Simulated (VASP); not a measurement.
Co:

```
Co
1.0
     2.48736    0.00000    0.00000
    -1.24368    2.15412    0.00000
     0.00000    0.00000    4.06329
Co
2
Direct
  0.66667 0.33333 0.25986
  0.33333 0.66667 0.74014
```

Base run:

* Program: VASP 6.6.1
* Functional: PBEsol
* Potentials or basis: VASP PAW PBE potentials, release 64 (Co)
* Cutoff: 520 eV
* k mesh: 15 × 15 × 8
* Occupations: fermi-dirac, width 0.1 eV
* Spin: collinear spin, antiferromagnetic start
* Starting moments: [3.0, -3.0] μB

Its results: pressure -18.0 GPa; net moment 0.00 μB per cell; site moments Co +0.70, -0.70 μB; largest force 0.529 eV/Å.

Q: The run is repeated on the same cell with these changes: spin from collinear spin, antiferromagnetic start to collinear spin, ferromagnetic start; moments at the start from [3.0, -3.0] to [3.0, 3.0]. What comes out?

A: Pressure -10.0 GPa; net moment 3.24 μB per cell; site moments Co +1.63 μB; largest force 0.459 eV/Å.

Caveats: the cell stands under tension; the PAW data sets were made with another functional, which shifts forces and pressure a little.
